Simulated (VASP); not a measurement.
Set up this calculation in VASP 6.6.1, as the native input.

```
Task                   : relaxation of cell and atoms
Functional             : PBEsol
Potentials or basis    : VASP PAW PBE potentials, release 64 (Y_sv, Hg)
Cutoff                 : 600 eV
k mesh                 : 10 × 10 × 10
Occupations            : fermi-dirac, width 0.08 eV
Spin                   : no spin polarisation
Dipole correction      : no
Further INCAR settings : ALGO = Normal; EDIFF = 1e-06; IBRION = 2; EDIFFG = -0.002; NSW = 100; ISIF = 3
```

The structure of YHg lies in POSCAR:

```
YHg
1.0
    3.6800000000      0.0000000000      0.0000000000
    0.0000000000      3.6800000000      0.0000000000
    0.0000000000      0.0000000000      3.6800000000
Y Hg
1 1
Direct
    0.5000000000      0.5000000000      0.5000000000
    0.0000000000      0.0000000000      0.0000000000
```

The input as run:

INCAR

```
  ALGO = Normal
  EDIFF = 1E-6
  EDIFFG = -0.002
  ENCUT = 600
  GGA = PS
  IBRION = 2
  ISIF = 3
  ISMEAR = -1
  LASPH = T
  LCHARG = F
  LREAL = F
  LWAVE = F
  NELM = 60
  NSW = 100
  PREC = Accurate
  SIGMA = 0.08
```

KPOINTS

```
k-points
0
Gamma
  10 10 10
```

Potentials or basis: VASP PAW PBE potentials, release 64 (Y_sv, Hg).

Launch:

```bash
$ cat potpaw_PBE.64/Y_sv/POTCAR potpaw_PBE.64/Hg/POTCAR > POTCAR
$ mpirun -np 1 vasp_std > vasp.out
```

Results of the run:

```yaml
Relaxed_volume: 24.64 Å³/atom
Relaxed_cell: a = 3.666 Å, b = 3.666 Å, c = 3.666 Å, α = 90.00°, β = 90.00°, γ = 90.00°
Space_group_after_relaxing_to_0.05_Å: Pm-3m (No. 221)
Energy_gained_by_relaxing: 0.7 meV/atom
Ionic_steps: 16
Pressure_after_relaxing: 0.0 GPa
```

Caveat: the PAW data sets were made with another functional, which shifts forces and pressure a little.

It took 3.5 min on 1 thread of AMD EPYC 7R13 Processor (Zen 3), on a shared host, peak memory 0.2 GiB.
